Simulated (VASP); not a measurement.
# Al (Immm) in VASP: notebook

The runs below take Al through single point, with PBEsol.

Program: VASP 6.6.1. These are calculated values, not measurements. Logs are shortened: lines on timing, memory, paths and dates and some standing lists are left out, and cuts for length are marked.

## 1. The cell of the first run

Symmetry: Immm, No. 71, orthorhombic system. The conventional cell has a = 2.728 Å, b = 2.996 Å, c = 4.048 Å, α = 90.00°, β = 90.00°, γ = 90.00°. Al (site symmetry mmm) has 12 Al at 2.73 to 3.00 Å within 3.6 Å.

## 2. Single point, PBEsol (strain +0.0937 x Voigt [0, 0, 0, 0, 1, 0])

INCAR

```
PREC     = Accurate       # precision mode
ENCUT    = 520            # plane-wave cutoff, eV
EDIFF    = 1E-6           # SCF threshold, eV
ISMEAR   = 0              # smearing method
SIGMA    = 0.15           # smearing width, eV
LREAL    = False          # projectors in reciprocal space
LASPH    = True           # aspherical terms in the spheres
NELM     = 100            # most SCF steps
ALGO     = Fast           # electronic algorithm
ISIF     = 2              # what is computed and relaxed
LWAVE    = False          # write WAVECAR
LCHARG   = True           # write CHGCAR
GGA      = PS             # functional
LELF     = True           # ELF
LVHAR    = True         
NBANDS   = 8              # bands
```

KPOINTS

```
Automatic mesh
0
Gamma
  20 20 20
```

POSCAR

```
Al
1.0
    0.0948234630      2.0239800000      2.0239800000
    2.1188034630      0.0000000000      2.1188034630
    2.0239800000      2.0239800000      0.0948234630
Al
1
Direct
    0.0000000000      0.0000000000      0.0000000000
```

Potentials or basis: VASP PAW PBE potentials, release 64 (Al).

Launch:

```
$ cat potpaw_PBE.64/Al/POTCAR > POTCAR
$ mpirun -np 1 vasp_std > vasp.out
```

OUTCAR:

```text
PREC = Accurate
   ENCUT = 520
   EDIFF = 1E-6
   ISMEAR = 0
   LREAL = False
   LASPH = True
   NELM = 100
   ISIF = 2
   GGA = PS

 ion  position               nearest neighbor table
   1  0.000  0.000  0.000-

  LATTYP: Found a body centered orthorhombic cell.
 ALAT       =     2.7282393386
 B/A-ratio  =     1.0983056182
 C/A-ratio  =     1.4837261316

  Lattice vectors:

 A1 = (   0.0948234630,  -2.0239800000,   2.0239800000)
 A2 = (  -0.0948234630,  -2.0239800000,  -2.0239800000)
 A3 = (   2.0239800000,   2.0239800000,   0.0948234630)

Analysis of symmetry for initial positions (statically):
=====================================================================
 Subroutine PRICEL returns:
 Original cell was already a primitive cell.

 Routine SETGRP: Setting up the symmetry group for a
 body centered orthorhombic supercell.

 Subroutine GETGRP returns: Found  8 space group operations
 (whereof  8 operations were pure point group operations)
 out of a pool of  8 trial point group operations.

The static configuration has the point symmetry D_2h.

Analysis of symmetry for dynamics (positions and initial velocities):
=====================================================================
 Subroutine PRICEL returns:
 Original cell was already a primitive cell.

 Routine SETGRP: Setting up the symmetry group for a
 body centered orthorhombic supercell.

 Subroutine GETGRP returns: Found  8 space group operations
 (whereof  8 operations were pure point group operations)
 out of a pool of  8 trial point group operations.

The dynamic configuration has the point symmetry D_2h.

 Subroutine INISYM returns: Found  8 space group operations
 (whereof  8 operations are pure point group operations),
 and found     1 'primitive' translations

----------------------------------------------------------------------------------------

                                     Primitive cell

  volume of cell :      16.5461

  direct lattice vectors                    reciprocal lattice vectors
     0.094823463  2.023980000  2.023980000    -0.259180627  0.247038014  0.259180627
     2.118803463  0.000000000  2.118803463     0.235982246 -0.247038014  0.235982246
     2.023980000  2.023980000  0.094823463     0.259180627  0.247038014 -0.259180627

  length of vectors
     2.863910189  2.996440593  2.863910189     0.442014677  0.415214428  0.442014677

  position of ions in fractional coordinates (direct lattice)
     0.000000000  0.000000000  0.000000000

  ion indices of the primitive-cell ions
   primitive index   ion index
                 1           1

----------------------------------------------------------------------------------------

 KPOINTS: Automatic mesh

Automatic generation of k-mesh.
 Grid dimensions read from file:
 generate k-points for:   20   20   20

 Generating k-lattice:

  Cartesian coordinates                     Fractional coordinates (reciprocal lattice)
    -0.012959031  0.012351901  0.012959031     0.050000000  0.000000000  0.000000000
     0.011799112 -0.012351901  0.011799112     0.000000000  0.050000000  0.000000000
     0.012959031  0.012351901 -0.012959031     0.000000000  0.000000000  0.050000000

  Length of vectors
     0.022100734  0.020760721  0.022100734

  Shift w.r.t. Gamma in fractional coordinates (k-lattice)
     0.000000000  0.000000000  0.000000000

 Subroutine IBZKPT returns following result:
 ===========================================

 Found   1166 irreducible k-points:

 Following reciprocal coordinates:
            Coordinates               Weight
  0.000000  0.000000  0.000000      1.000000
  0.050000  0.000000 -0.000000      4.000000
  0.100000  0.000000  0.000000      4.000000
  0.150000  0.000000  0.000000      4.000000
  0.200000  0.000000  0.000000      4.000000
  0.250000  0.000000 -0.000000      4.000000
[... 16 lines left out ...]
 -0.450000  0.050000  0.000000      8.000000
 -0.400000  0.050000 -0.000000      8.000000
 [... further k-points ...]
   k-points           NKPTS =   1166   k-points in BZ     NKDIM =   1166   number of bands    NBANDS=      8
   number of dos      NEDOS =    301   number of ions     NIONS =      1
   total plane-waves  NPLWV =  13824
   dimension x,y,z NGX =    24 NGY =   24 NGZ =   24
   dimension x,y,z NGXF=    48 NGYF=   48 NGZF=   48
   ions per type =               1
   NGX,Y,Z   is equivalent  to a cutoff of  13.93, 13.32, 13.93 a.u.
   NGXF,Y,Z  is equivalent  to a cutoff of  27.86, 26.63, 27.86 a.u.
 SYSTEM =  unknown system
   PREC   = accura    normal or accurate (medium, high low for compatibility)
   ISTART =      0    job   : 0-new  1-cont  2-samecut
   ICHARG =      2    charge: 1-file 2-atom 10-const
   ISPIN  =      1    spin polarized calculation?
   LNONCOLLINEAR =      F non collinear calculations
   LSORBIT =      F    spin-orbit coupling
   LASPH  =      T    aspherical Exc in radial PAW
   ENCUT  =  520.0 eV  38.22 Ry    6.18 a.u.   5.32  5.57  5.32*2*pi/ulx,y,z
   NELM   =    100;   NELMIN=  2; NELMDL= -5     # of ELM steps
   EDIFF  = 0.1E-05   stopping-criterion for ELM
   LREAL  =      F    real-space projection
   EDIFFG = 0.1E-04   stopping-criterion for IOM
   NSW    =      0    number of steps for IOM
   IBRION =     -1    ionic relax: 0-MD 1-quasi-New 2-CG
   NFREE  =      0    steps in history (QN), initial steepest desc. (CG)
   ISIF   =      2    stress and relaxation
   ISYM   =      2    0-nonsym 1-usesym 2-fastsym
   POTIM  = 0.5000    time-step for ionic-motion
   TEBEG  =    0.0;   TEEND  =   0.0 temperature during run
   PSTRESS=    0.0 pullay stress
   NELECT =       3.0000    total number of electrons
   NUPDOWN=      -1.0000    fix difference up-down
   EMIN   =  10.00;   EMAX   =-10.00  energy-range for DOS
   EFERMI =   0.00;   METHOD = LEGACY
   ISMEAR =     0;   SIGMA  =   0.15  broadening in eV -4-tet -1-fermi 0-gaus
   EFERMI_NEDOS =   21; number of points for ismear=-14 and -15
   IALGO  =     68    algorithm
   IMIX   =      4    mixing-type and parameters
     AMIX     =   0.40;   BMIX     =  1.00
     AMIX_MAG =   1.60;   BMIX_MAG =  1.00
  volume/ion in A,a.u.               =      16.55       111.66
  Fermi-wavevector in a.u.,A,eV,Ry     =   0.926582  1.750986 11.681336  0.858554
  Thomas-Fermi vector in A             =   2.052560
   LORBIT       =      0    0 simple, 1 ext, 2 COOP (PROOUT), +10 PAW based schemes
   GGA     = PS    functional components
   LHFCALC =     F    Hartree Fock is set to
   AEXX    =    0.0000 exact exchange contribution
   IVDW    =     0    specifies the selected vdW correction
   LEPSILON=     F    determine dielectric tensor
   LRPA    =     F    only Hartree local field effects (RPA)
 non-spin polarized calculation
 RMM-DIIS sequential band-by-band and
 Gauss-broadening in eV      SIGMA  =   0.15
  energy-cutoff  :      520.00
  volume of cell :       16.55
 maximum number of plane-waves:       461
 NGX is ok and might be reduce to    24
   NGX = 11   NGY = 11   NGZ = 11

 number of electron       3.0000000 magnetization

 Free energy of the ion-electron system (eV)
  ---------------------------------------------------
  ext. energy  EPLUGINS =         0.00000000
  ---------------------------------------------------
  free energy    TOTEN  =        -4.07711268 eV

  energy without entropy =       -4.07272923  energy(sigma->0) =       -4.07492095

 E-fermi :   7.9233     XC(G=0): -10.2435

 val. band max:        7.9227980331   @ k =  -0.1000   0.3500   0.1000
 cond. band min:       7.9238043802   @ k =  -0.4500  -0.3000   0.1500
 fundamental gap:      0.0010063472
 Fermi energy:         7.9232818047

 k-point     1 :       0.0000    0.0000    0.0000
  band No.  band energies     occupation
      1      -3.1951      2.00000
      2      19.1015      0.00000
      3      20.2708      0.00000
      4      20.4224      0.00000
      5      21.1406      0.00000
      6      22.0559      0.00000
      7      23.6447      0.00000
      8      25.3515      0.00000

 k-point     2 :       0.0500    0.0000   -0.0000
  band No.  band energies     occupation
      1      -3.1228      2.00000
      2      18.8047      0.00000
      3      19.7377      0.00000
      4      20.7491      0.00000
      5      20.8404      0.00000
      6      21.8163      0.00000
      7      23.8509      0.00000
      8      26.2727      0.00000

 k-point     3 :       0.1000    0.0000    0.0000
  band No.  band energies     occupation
      1      -2.9062      2.00000
      2      18.2342      0.00000
      3      18.3226      0.00000
      4      19.8158      0.00000
      5      21.6800      0.00000
      6      22.1477      0.00000
      7      24.1543      0.00000
      8      25.8223      0.00000

 k-point     4 :       0.1500    0.0000    0.0000
  band No.  band energies     occupation
      1      -2.5460      2.00000
      2      16.2452      0.00000
      3      17.8995      0.00000
      4      19.2592      0.00000
      5      22.2258      0.00000
      6      22.6500      0.00000
      7      24.5359      0.00000
      8      24.6489      0.00000

 k-point     5 :       0.2000    0.0000    0.0000
  band No.  band energies     occupation
      1      -2.0434      2.00000
      2      14.2133      0.00000
      3      17.5805      0.00000
      4      18.8667      0.00000
      5      22.1064      0.00000
      6      22.9949      0.00000
      7      23.6584      0.00000
      8      24.2756      0.00000

 k-point     6 :       0.2500    0.0000   -0.0000
  band No.  band energies     occupation
      1      -1.3999      2.00000
      2      12.2360      0.00000
      3      17.3774      0.00000
      4      18.6008      0.00000
      5      21.9577      0.00000
      6      22.0519      0.00000
      7      22.6704      0.00000
      8      25.4019      0.00000

 k-point     7 :       0.3000    0.0000    0.0000
  band No.  band energies     occupation
      1      -0.6176      2.00000
      2      10.3457      0.00000
      3      17.2944      0.00000
      4      18.4538      0.00000
      5      21.0607      0.00000
      6      21.7204      0.00000
      7      21.9198      0.00000
      8      25.3789      0.00000
[... 133 lines left out ...]
 k-point    20 :       0.4000    0.0500    0.0000
  band No.  band energies     occupation
      1       1.0641      2.00000
      2       7.4470      1.99999
      3      17.0721      0.00000
      4      18.3455      0.00000
      5      18.8034      0.00000
      6      21.1878      0.00000
      7      22.2325      0.00000
      8      24.5902      0.00000

 k-point    21 :       0.4500    0.0500   -0.0000
  band No.  band energies     occupation
      1       2.2006      2.00000
      2       5.8571      2.00000
      3      17.2273      0.00000
      4      17.7407      0.00000
      5      18.9218      0.00000
      6      20.5829      0.00000
      7      22.4769      0.00000
      8      23.9855      0.00000

 k-point    22 :       0.5000    0.0500   -0.0000
  band No.  band energies     occupation
      1       3.4172      2.00000
      2       4.4366      2.00000
      3      17.0011      0.00000
      4      17.7368      0.00000
      5      19.1722      0.00000
      6      20.0994      0.00000
      7      22.8429      0.00000
      8      23.4986      0.00000

 k-point    23 :      -0.4500    0.0500    0.0000
  band No.  band energies     occupation
      1       2.9652      2.00000
      2       4.9347      2.00000
      3      16.5871      0.00000
      4      18.1502      0.00000
      5      19.4445      0.00000
      6      19.8497      0.00000
      7      23.0117      0.00000
      8      23.4548      0.00000

 k-point    24 :      -0.4000    0.0500   -0.0000
  band No.  band energies     occupation
      1       1.7606      2.00000
      2       6.4354      2.00000
      3      16.2730      0.00000
      4      18.6514      0.00000
      5      19.4201      0.00000
      6      20.1983      0.00000
      7      22.7865      0.00000
      8      24.0477      0.00000

 [... further k-points ...]
[... 5 lines left out ...]
  --------------------------------------------------------------------------------------
  -------------------------------------------------------------------------------------
  Total       -0.0560061     -0.2047926     -0.0560061      0.0000000      0.0000000     -0.3368072
  in kB       -5.4231494    -19.8303556     -5.4231494      0.0000000      0.0000000    -32.6135163
  external PRESSURE =     -10.2255515 kB  Pullay stress =       0.0000000 kB

 VOLUME and BASIS-vectors are now :
 -----------------------------------------------------------------------------
  energy-cutoff  :      520.00
  volume of cell :       16.55
      direct lattice vectors                 reciprocal lattice vectors
     0.094823463  2.023980000  2.023980000    -0.259180627  0.247038014  0.259180627
     2.118803463  0.000000000  2.118803463     0.235982246 -0.247038014  0.235982246
     2.023980000  2.023980000  0.094823463     0.259180627  0.247038014 -0.259180627

 POSITION                                       TOTAL-FORCE (eV/Angst)
 -----------------------------------------------------------------------------------
      0.00000      0.00000      0.00000         0.000000      0.000000      0.000000
 -----------------------------------------------------------------------------------
    total drift:                               -0.000000      0.000000      0.000000

  FREE ENERGIE OF THE ION-ELECTRON SYSTEM (eV)
  ---------------------------------------------------
  free  energy   TOTEN  =        -4.0771126777 eV

  energy  without entropy=       -4.0727292297  energy(sigma->0) =       -4.07492095
```

Run time: 93 s. Hardware: 1 thread of AMD EPYC 9R45 (Zen 5), shared host; peak memory 0.21 GiB.

Results:

```yaml
Free_energy: -4.0771 eV
Pressure: -1.0 GPa
Band_gap_on_the_k_mesh: zero (an odd number of electrons rules out a gap without spin polarisation)
```

Levels at points of the mesh, in eV from the Fermi level:
```tsv
k point	band 1	band 2	band 3	band 4
(0.00, 0.00, 0.00)	-11.12	11.18	12.35	12.50
(0.50, 0.00, 0.00)	-4.33	-3.79	10.21	10.33
(0.00, 0.50, 0.00)	-4.93	-4.82	11.12	11.52
(0.50, 0.50, 0.00)	-2.90	-1.56	5.27	5.60
(0.50, 0.00, 0.50)	-2.93	-1.65	3.98	4.79
```

Caveat: the cell differs from its parent crystal (strain +0.0937 x Voigt [0, 0, 0, 0, 1, 0]); the PAW data sets were made with another functional, which shifts forces and pressure a little.

## 3. Single point, PBEsol (strain -0.1500 x Voigt [0, 0, 0, 0, 1, 0])

INCAR

```
SYSTEM = Al
PREC = Accurate
ENCUT = 520
EDIFF = 1E-6
ISMEAR = 0
SIGMA = 0.15
LREAL = .FALSE.
LASPH = .TRUE.
NELM = 100
ALGO = Normal
ISIF = 2
LWAVE = .FALSE.
LCHARG = .FALSE.
GGA = PS
NBANDS = 8
```

KPOINTS

```
Automatic mesh
0
G
  20 20 20
  0 0 0
```

POSCAR

```
Al
1.0
   -0.1517985000      2.0239800000      2.0239800000
    1.8721815000      0.0000000000      1.8721815000
    2.0239800000      2.0239800000     -0.1517985000
Al
1
Direct
    0.0000000000      0.0000000000      0.0000000000
```

Potentials or basis: VASP PAW PBE potentials, release 64 (Al).

Launch:

```
$ cat potpaw_PBE.64/Al/POTCAR > POTCAR
$ mpirun -np 1 vasp_std > vasp.out
```

Wall time 62 s (1 thread of AMD EPYC 9R45 (Zen 5), shared host); peak memory 0.21 GiB.

It converged, with:

```yaml
Free_energy: -4.0493 eV
Pressure: 0.4 GPa
Band_gap_on_the_k_mesh: zero (an odd number of electrons rules out a gap without spin polarisation)
```

Stress tensor (GPa, compression positive):
```
 1.38  0.00  6.02
 0.00 -1.60  0.00
 6.02  0.00  1.38
```

Levels at points of the mesh, in eV from the Fermi level:
```csv
k point,band 1,band 2,band 3,band 4,band 5
"(0.00, 0.00, 0.00)",-11.12,10.44,11.68,12.06,12.47
"(0.50, 0.00, 0.00)",-5.24,-4.94,10.96,11.50,13.61
"(0.00, 0.50, 0.00)",-4.14,-3.39,9.61,9.88,10.43
"(0.50, 0.50, 0.00)",-2.86,-1.45,5.32,5.70,5.73
"(0.50, 0.00, 0.50)",-2.93,-1.68,3.15,4.28,8.58
```

Caveat: the cell differs from its parent crystal (strain -0.1500 x Voigt [0, 0, 0, 0, 1, 0]); the PAW data sets were made with another functional, which shifts forces and pressure a little.

## 4. Single point, PBEsol (strain +0.1125 x Voigt [0, 0, 0, 0, 1, 0])

INCAR

```
SYSTEM = Al
PREC     = Accurate       ! precision mode
ENCUT    = 520            ! plane-wave cutoff, eV
EDIFF    = 1E-6           ! SCF threshold, eV
ISMEAR   = 0              ! smearing method
SIGMA    = 0.15           ! smearing width, eV
LREAL    = .FALSE.        ! projectors in reciprocal space
LASPH    = .TRUE.         ! aspherical terms in the spheres
NELM     = 60             ! most SCF steps
ALGO     = Normal         ! electronic algorithm
ISIF     = 2              ! what is computed and relaxed
LWAVE    = .FALSE.        ! write WAVECAR
LCHARG   = .TRUE.         ! write CHGCAR
GGA      = PS             ! functional
LELF     = .TRUE.         ! ELF
LVHAR    = .TRUE.       
NBANDS   = 8              ! bands
```

KPOINTS is that of step 3.

POSCAR

```
Al
1.0
    0.1138488750      2.0239800000      2.0239800000
    2.1378288750      0.0000000000      2.1378288750
    2.0239800000      2.0239800000      0.1138488750
Al
1
Direct
    0.0000000000      0.0000000000      0.0000000000
```

Launch:

```
$ cat potpaw_PBE.64/Al/POTCAR > POTCAR
$ mpirun -np 1 vasp_std > vasp.out
```

Run time: 84 s. Hardware: 1 thread of AMD EPYC 9R45 (Zen 5), shared host; peak memory 0.21 GiB.

It converged, with:

| Quantity | Value |
| --- | --- |
| Free energy | -4.0698 eV |
| Pressure | -0.6 GPa |
| Band gap on the k mesh | zero (an odd number of electrons rules out a gap without spin polarisation) |

Stress tensor (GPa, compression positive):
```
-0.09  0.00 -4.32
 0.00 -1.69  0.00
-4.32  0.00 -0.09
```

Levels at points of the mesh, in eV from the Fermi level:
| k point | band 1 | band 2 | band 3 | band 4 | band 5 | band 6 |
| --- | --- | --- | --- | --- | --- | --- |
| (0.00, 0.00, 0.00) | -11.12 | 10.92 | 12.22 | 12.26 | 12.97 | 14.48 |
| (0.50, 0.00, 0.00) | -4.27 | -3.66 | 10.00 | 10.16 | 10.68 | 11.72 |
| (0.00, 0.50, 0.00) | -5.04 | -4.87 | 11.06 | 11.52 | 12.95 | 13.16 |
| (0.50, 0.50, 0.00) | -2.89 | -1.53 | 5.28 | 5.63 | 5.64 | 9.07 |
| (0.50, 0.00, 0.50) | -2.93 | -1.66 | 3.69 | 4.62 | 7.75 | 9.86 |

Caveat: the cell differs from its parent crystal (strain +0.1125 x Voigt [0, 0, 0, 0, 1, 0]); the PAW data sets were made with another functional, which shifts forces and pressure a little.

(Part 1 of 2 ends here.)
